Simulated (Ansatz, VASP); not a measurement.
KBr in VASP and in Ansatz

File POSCAR:

```
KBr
1.0
    3.9763217797      0.0000000000      0.0000000000
    0.0000000000      3.9763217797      0.0000000000
    0.0000000000      0.0000000000      3.9763217797
K Br
1 1
Direct
    0.0000000000      0.0000000000      0.0000000000
    0.5000000000      0.5000000000      0.5000000000
```

INCAR.step1

```
ALGO     = Normal         # electronic algorithm
EDIFF    = 1E-4           # SCF threshold, eV
ENCUT    = 520            # plane-wave cutoff, eV
GGA      = PE             # functional
ISMEAR   = 0              # smearing method
LASPH    = True           # aspherical terms in the spheres
LCHARG   = False          # write CHGCAR
LREAL    = False          # projectors in reciprocal space
LWAVE    = True           # write WAVECAR
NBANDS   = 15             # bands
NELM     = 100            # most SCF steps
PREC     = Accurate       # precision mode
SIGMA    = 0.01           # smearing width, eV
```

Contents of INCAR.step2:

```
ALGO     = Normal         # electronic algorithm
EDIFF    = 1E-6           # SCF threshold, eV
ENCUT    = 520            # plane-wave cutoff, eV
ISIF     = 2              # what is computed and relaxed
ISMEAR   = 0              # smearing method
ISTART   = 1            
LASPH    = True           # aspherical terms in the spheres
LCHARG   = False          # write CHGCAR
LMIXTAU  = True         
LREAL    = False          # projectors in reciprocal space
LWAVE    = False          # write WAVECAR
METAGGA  = R2SCAN         # meta-GGA
NBANDS   = 15             # bands
NELM     = 100            # most SCF steps
PREC     = Accurate       # precision mode
SIGMA    = 0.01           # smearing width, eV
```

Contents of KPOINTS:

```
k-points
0
Gamma
  4 4 4
```

Input for Ansatz:

```yaml
crystal:
  lattice:
    - [3.9763217797, 0.0, 0.0]
    - [0.0, 3.9763217797, 0.0]
    - [0.0, 0.0, 3.9763217797]
  atoms:
    - { symbol: K, position: [0.0, 0.0, 0.0] }
    - { symbol: Br, position: [0.5, 0.5, 0.5] }
kpoints:
  mp_grid: { grid: [4, 4, 4] }
hamiltonian:
  xc: r2scan
scf:
  occupations: { method: fixed }
  n_extra_bands: 4
output:
  forces: true
  stress: true
  eigenvalues: true
  write_density: true
  write_potential: true
  elf: true
  volumetric_format: npy
```

Alike in both runs: task single point; functional r2SCAN; k mesh 4 × 4 × 4; no spin polarisation.

```csv
,VASP,Ansatz
version,VASP 6.6.1,Ansatz 0.2.0
potentials or method,"VASP PAW PBE potentials, release 64 (K_sv, Br)","plane waves, PAW"
plane-wave cutoff (eV),520,500
occupations,"gaussian, width 0.01 eV",fixed
valence electrons in the cell,16,16
```

|  | VASP | Ansatz | Ansatz less VASP |
| --- | --- | --- | --- |
| gap on the k mesh at the Fermi level (eV) | 4.77 | 4.76 | -0.004 |
| pressure (GPa) | 0.0 | 0.0 | +0.01 |

VASP's potentials were made for PBE, not for r2SCAN.
